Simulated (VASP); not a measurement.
Here is a VASP 6.6.1 calculation.

INCAR

```
SYSTEM = MnO2
  ALGO = Normal
  EDIFF = 1E-6
  ENCUT = 520
  GGA = PE
  ISIF = 2
  ISMEAR = 0
  ISPIN = 2
  LASPH = .True.
  LCHARG = .False.
  LMAXMIX = 4
  LORBIT = 11
  LREAL = .False.
  LWAVE = .False.
  MAGMOM = 2.63 2.63 0 0 0 0
  NBANDS = 38
  NELM = 150
  PREC = Accurate
  SIGMA = 0.1
```

File KPOINTS:

```
k-points
0
Gamma
  8 8 12
  0 0 0
```

Contents of POSCAR:

```
MnO2
1.0
    4.4496506212      0.0000000000      0.0000000000
    0.0000000000      4.4496506212      0.0000000000
    0.0000000000      0.0000000000      2.8770925173
Mn O
2 4
Direct
    0.0000000000      0.0000000000      0.0000000000
    0.5000000000      0.5000000000      0.5000000000
    0.3054516535      0.3054516535      0.0000000000
    0.1945483465      0.8054516535      0.5000000000
    0.6945483465      0.6945483465      0.0000000000
    0.8054516535      0.1945483465      0.5000000000
```

Potentials or basis: VASP PAW PBE potentials, release 64 (Mn_pv, O).

The run is started by

```sh
$ cat potpaw_PBE.64/Mn_pv/POTCAR potpaw_PBE.64/O/POTCAR > POTCAR
$ mpirun -np 1 vasp_std > vasp.out
```

(1) Predict the site moments.

(2) What does it give for the pressure?

(3) What does it give for the net moment?

Results:

(1) Mn +2.71; O +0.09 μB.

(2) 0.8 GPa.

(3) 6.00 μB per cell.
